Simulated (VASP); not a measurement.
# CdSe (lda) (P6_3mc) in VASP: further runs, part 2 of 2

VASP 6.6.1. Earlier steps stand in the parts before.

## (5) Relaxation of cell and atoms, LDA, target pressure 20 GPa, at which the enthalpy is minimised

This run uses another cell than the first one, of 28.10 Å³/atom, 1.284 times its volume.

Contents of INCAR:

```
SYSTEM = CdSe
  PREC = Accurate
  ENCUT = 600
  EDIFF = 1E-7
  ISMEAR = 0
  SIGMA = 0.02
  LREAL = .False.
  LASPH = .True.
  NELM = 100
  ALGO = Normal
  ISIF = 3
  LWAVE = .False.
  LCHARG = .False.
  GGA = CA
  IBRION = 2
  NSW = 100
  EDIFFG = -0.002
  PSTRESS = 200.0
```

Contents of KPOINTS:

```
regular mesh
0
Gamma
  9 9 6
  0 0 0
```

Contents of POSCAR:

```
CdSe
1.0
    4.3000000000      0.0000000000      0.0000000000
   -2.1500000000      3.7239092363      0.0000000000
    0.0000000000      0.0000000000      7.0200000000
Cd Se
2 2
Direct
    0.3333333333      0.6666666667      0.0000000000
    0.6666666667      0.3333333333      0.5000000000
    0.3333333333      0.6666666667      0.3850000000
    0.6666666667      0.3333333333      0.8850000000
```

Potentials or basis: VASP PAW LDA potentials, release 64 (Cd, Se).

On the command line:

```
$ cat potpaw_LDA.64/Cd/POTCAR potpaw_LDA.64/Se/POTCAR > POTCAR
$ mpirun -np 1 vasp_std > vasp.out
```

OUTCAR:

```text
SYSTEM = CdSe
   PREC = Accurate
   ENCUT = 600
   EDIFF = 1E-7
   ISMEAR = 0
   LREAL = .False.
   LASPH = .True.
   NELM = 100
   ISIF = 3
   GGA = CA
   IBRION = 2
   NSW = 100
   EDIFFG = -0.002
   PSTRESS = 200.0

 ion  position               nearest neighbor table
   1  0.333  0.667  0.000-   4 2.61   4 2.61   4 2.61   3 2.70
   2  0.667  0.333  0.500-   3 2.61   3 2.61   3 2.61   4 2.70
   3  0.333  0.667  0.385-   2 2.61   2 2.61   2 2.61   1 2.70
   4  0.667  0.333  0.885-   1 2.61   1 2.61   1 2.61   2 2.70

  LATTYP: Found a hexagonal cell.
 ALAT       =     4.3000000000
 C/A-ratio  =     1.6325581395

  Lattice vectors:

 A1 = (   4.3000000000,   0.0000000000,   0.0000000000)
 A2 = (  -2.1500000000,   3.7239092363,   0.0000000000)
 A3 = (   0.0000000000,   0.0000000000,   7.0200000000)

Analysis of symmetry for initial positions (statically):
=====================================================================
 Subroutine PRICEL returns:
 Original cell was already a primitive cell.

 Routine SETGRP: Setting up the symmetry group for a
 hexagonal supercell.

 Subroutine GETGRP returns: Found 12 space group operations
 (whereof  6 operations were pure point group operations)
 out of a pool of 24 trial point group operations.

The static configuration has the point symmetry C_3v.
 The point group associated with its full space group is C_6v.

Analysis of symmetry for dynamics (positions and initial velocities):
=====================================================================
 Subroutine PRICEL returns:
 Original cell was already a primitive cell.

 Routine SETGRP: Setting up the symmetry group for a
 hexagonal supercell.

 Subroutine GETGRP returns: Found 12 space group operations
 (whereof  6 operations were pure point group operations)
 out of a pool of 24 trial point group operations.

The dynamic configuration has the point symmetry C_3v.
 The point group associated with its full space group is C_6v.

 Subroutine INISYM returns: Found 12 space group operations
 (whereof  6 operations are pure point group operations),
 and found     1 'primitive' translations

[... 100 lines left out ...]
   EDIFFG = -.2E-02   stopping-criterion for IOM
   NSW    =    100    number of steps for IOM
   IBRION =      2    ionic relax: 0-MD 1-quasi-New 2-CG
   NFREE  =      1    steps in history (QN), initial steepest desc. (CG)
   ISIF   =      3    stress and relaxation
   ISYM   =      2    0-nonsym 1-usesym 2-fastsym
   POTIM  = 0.5000    time-step for ionic-motion
   TEBEG  =    0.0;   TEEND  =   0.0 temperature during run
   PSTRESS=  200.0 pullay stress
   NELECT =      36.0000    total number of electrons
   NUPDOWN=      -1.0000    fix difference up-down
   EMIN   =  10.00;   EMAX   =-10.00  energy-range for DOS
   EFERMI =   0.00;   METHOD = LEGACY
   ISMEAR =     0;   SIGMA  =   0.02  broadening in eV -4-tet -1-fermi 0-gaus
   EFERMI_NEDOS =   21; number of points for ismear=-14 and -15
   IALGO  =     38    algorithm
   IMIX   =      4    mixing-type and parameters
     AMIX     =   0.40;   BMIX     =  1.00
     AMIX_MAG =   1.60;   BMIX_MAG =  1.00
  volume/ion in A,a.u.               =      28.10       189.64
  Fermi-wavevector in a.u.,A,eV,Ry     =   1.120059  2.116604 17.068937  1.254531
  Thomas-Fermi vector in A             =   2.256702
   LORBIT       =      0    0 simple, 1 ext, 2 COOP (PROOUT), +10 PAW based schemes
   GGA     = CA    functional components
   LHFCALC =     F    Hartree Fock is set to
   AEXX    =    0.0000 exact exchange contribution
   IVDW    =     0    specifies the selected vdW correction
   LEPSILON=     F    determine dielectric tensor
   LRPA    =     F    only Hartree local field effects (RPA)
 conjugate gradient relaxation of ions
 non-spin polarized calculation
 Gauss-broadening in eV      SIGMA  =   0.02
  energy-cutoff  :      600.00
  volume of cell :      112.41
 maximum number of plane-waves:      3791
 NGX is ok and might be reduce to    36
   NGX = 17   NGY = 17   NGZ = 29

--------------------------------------- Ionic step        1  -------------------------------------------

 number of electron      35.9999992 magnetization

 Free energy of the ion-electron system (eV)
  ---------------------------------------------------
  ext. energy  EPLUGINS =         0.00000000
  ---------------------------------------------------
  free energy    TOTEN  =       -13.48701892 eV

  energy without entropy =      -13.48701892  energy(sigma->0) =      -13.48701892

 E-fermi :   0.9271     XC(G=0):  -9.2874

 val. band max:        0.8037454108   @ k =   0.0000   0.0000   0.0000
 cond. band min:       1.2646091942   @ k =   0.0000   0.0000   0.0000
 fundamental gap:      0.4608637834
 Fermi energy:         0.9271391074
[... 1324 lines left out ...]
  energy  without entropy=      -12.6751559361  energy(sigma->0) =      -12.67515594

  enthalpy is  TOTEN    =        -1.3674419675 eV   P V=       11.3077139686

[... ionic steps 4 to 39 ...]

--------------------------------------- Ionic step       40  -------------------------------------------

 number of electron      35.9999999 magnetization

------------------------ aborting loop because EDIFF is reached ----------------------------------------
[... 75 lines left out ...]
--------------------------------------- Ionic step       42  -------------------------------------------

 number of electron      35.9999998 magnetization

 Free energy of the ion-electron system (eV)
  ---------------------------------------------------
  ext. energy  EPLUGINS =         0.00000000
  ---------------------------------------------------
  free energy    TOTEN  =       -12.43264156 eV

  energy without entropy =      -12.43264156  energy(sigma->0) =      -12.43264156

 E-fermi :   3.3648     XC(G=0): -10.4120

 val. band max:        3.2522727999   @ k =   0.0000   0.0000   0.0000
 cond. band min:       4.0086692986   @ k =   0.0000   0.0000   0.0000
 fundamental gap:      0.7563964988
 Fermi energy:         3.3648073432
[... 635 lines left out ...]
  energy  without entropy=      -12.4326415563  energy(sigma->0) =      -12.43264156

  enthalpy is  TOTEN    =        -1.4162738035 eV   P V=       11.0163677527

 reached required accuracy - stopping structural energy minimisation
```

OSZICAR:

```text
N       E                     dE             d eps       ncg     rms          rms(c)
DAV:   1     0.264697452908E+03    0.26470E+03   -0.18635E+04  2112   0.165E+03
DAV:   2     0.154317123856E+01   -0.26315E+03   -0.25755E+03  2292   0.371E+02
DAV:   3    -0.140714714425E+02   -0.15615E+02   -0.15493E+02  2544   0.887E+01
DAV:   4    -0.142341853610E+02   -0.16271E+00   -0.16264E+00  2292   0.871E+00
[... 328 lines left out ...]
  41 F= -.14162734E+01 E0= -.14162734E+01  d E =-.137841E-05
       N       E                     dE             d eps       ncg     rms          rms(c)
DAV:   1    -0.124326417244E+02    0.28780E-03   -0.45905E-05  2142   0.504E-02    0.376E-03
DAV:   2    -0.124326415754E+02    0.14895E-06   -0.99601E-07  2460   0.113E-02    0.134E-03
DAV:   3    -0.124326415563E+02    0.19118E-07   -0.62607E-08  1098   0.258E-03
  42 F= -.14162738E+01 E0= -.14162738E+01  d E =-.431750E-06
```

Wall time 17 min (1 thread of Intel Xeon 6975P-C (Granite Rapids), shared host); peak memory 0.31 GiB.

What came out:

- Free energy: -12.4326 eV
- Relaxed volume: 22.06 Å³/atom
- Relaxed cell: a = 3.902 Å, b = 3.902 Å, c = 6.694 Å, α = 90.00°, β = 90.00°, γ = 120.00°
- Space group after relaxing (to 0.05 Å): P6_3mc (No. 186)
- Energy change on relaxing (the enthalpy is what falls): +263.6 meV/atom
- Ionic steps: 42
- Pressure after relaxing: 20.0 GPa
- Band gap on the k mesh: 0.76 eV, direct

Step by step:
| step | energy change (eV) | largest force (eV/Å) | pressure (GPa) | volume (Å³) |
| --- | --- | --- | --- | --- |
| 1 | 0.0000 | 0.2653 | -1.42 | 112.41 |
| 3 | 0.8119 | 0.4190 | 16.97 | 90.58 |
| 5 | 1.0535 | 0.4283 | 20.16 | 88.48 |
| 7 | 1.0478 | 0.0422 | 20.20 | 88.39 |
| 9 | 1.0130 | 0.0317 | 19.75 | 88.67 |
| 11 | 1.0145 | 0.0367 | 19.78 | 88.65 |
| 13 | 1.0147 | 0.0781 | 19.82 | 88.63 |
| 15 | 1.0346 | 0.1810 | 19.78 | 88.43 |
| 17 | 1.0280 | 0.1557 | 19.82 | 88.48 |
| 19 | 1.0376 | 0.0841 | 19.84 | 88.39 |
| 21 | 1.0465 | 0.0201 | 19.85 | 88.32 |
| 23 | 1.0499 | 0.0155 | 19.90 | 88.29 |
| 25 | 1.0655 | 0.0086 | 20.15 | 88.16 |
| 27 | 1.0581 | 0.0049 | 20.03 | 88.22 |
| 29 | 1.0564 | 0.0025 | 20.02 | 88.23 |
| 31 | 1.0559 | 0.0047 | 20.02 | 88.24 |
| 33 | 1.0553 | 0.0031 | 20.01 | 88.24 |
| 35 | 1.0539 | 0.0023 | 19.99 | 88.25 |
| 37 | 1.0546 | 0.0030 | 20.00 | 88.25 |
| 39 | 1.0542 | 0.0024 | 20.00 | 88.25 |
| 41 | 1.0541 | 0.0021 | 19.99 | 88.25 |
| 42 | 1.0544 | 0.0013 | 19.99 | 88.25 |

Final structure:
```
Cd Se
1.0
     3.90163    0.00000    0.00000
    -1.95081    3.37891    0.00000
     0.00000    0.00000    6.69417
Cd Se
2 2
Direct
  0.33333 0.66667 0.01197
  0.66667 0.33333 0.51197
  0.33333 0.66667 0.37303
  0.66667 0.33333 0.87303
```

Levels at points of the mesh, in eV from the valence-band top:
```csv
k point,band 16,band 17,band 18,band 19,band 20,band 21
"(0.00, 0.00, 0.00)",-0.39,0.00,0.00,0.76,2.58,5.38
"(0.00, 0.00, 0.50)",-0.61,-0.61,-0.61,2.65,2.65,5.85
```

Caveat: the cell is relaxed towards a set pressure, so the enthalpy falls and the energy may rise; the volume moved by over 15 % at a fixed basis, so the end points are rough.

## (6) Summary

| task | cell | k mesh | cutoff (eV) | gap on the mesh (eV) | pressure (GPa) |
| --- | --- | --- | --- | --- | --- |
| single point | a = 3.892, b = 3.892, c = 6.672 Å, angles 90.0, 90.0, 120.0°, 4 atoms | 9 × 9 × 4 | 520 | 0.77 | 21.2 |
| relaxation of cell and atoms | relaxed to 20 GPa from a = 3.892, b = 3.892, c = 6.672 Å, angles 90.0, 90.0, 120.0°, 4 atoms | 9 × 9 × 4 | 600 | 0.76 | 20.0 |
| single point | a = 3.892, b = 3.892, c = 6.672 Å, angles 90.0, 90.0, 120.0°, 4 atoms | 9 × 9 × 6 | 520 | 0.78 | 21.2 |
| relaxation of cell and atoms | relaxed to 20 GPa from a = 4.300, b = 4.300, c = 7.020 Å, angles 90.0, 90.0, 120.0°, 4 atoms | 9 × 9 × 6 | 600 | 0.76 | 20.0 |

Alike in all rows: level LDA; potentials or basis VASP PAW LDA potentials, release 64 (Cd, Se); no spin polarisation; smearing gaussian 0.02 eV.

Caveats: the cell is relaxed towards a set pressure, so the enthalpy falls and the energy may rise (some runs); the volume moved by over 15 % at a fixed basis, so the end points are rough (some runs).

Total energies depend on the potentials used, so only differences within one code and one set of settings carry meaning.
